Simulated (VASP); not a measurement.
Runs of VASP 6.6.1 on Rh. The structure is that of space group Fm-3m (No. 225), or close to it. The cells are those of the table. 

```csv
cell,gap on the mesh (eV),pressure (GPa)
"a = 2.740 Å, angles 60.0°, 1 atom",none,(b)
"a = 2.632 Å, angles 60.0°, 1 atom",none,22.1
"a = 2.604 Å, angles 60.0°, 1 atom",none,35.8
"a = 2.660 Å, angles 60.0°, 1 atom",none,10.7
"a = 2.575 Å, angles 60.0°, 1 atom",none,(a)
```

Alike in all rows: task single point; level r2SCAN; potentials or basis VASP PAW PBE potentials, release 64 (Rh_pv); no spin polarisation; k mesh 18 × 18 × 18; cutoff (eV) 520; smearing gaussian 0.1 eV.

Problem. Fill in the values left out.

Solution. (a) 52.2; (b) -13.3.

Caveats: the PAW data sets were made with another functional, which shifts forces and pressure a little.

A k mesh can miss the band edges, and the runs leave out spin-orbit coupling on Rh.

A gap of «none» marks levels without a gap at the run's occupations.
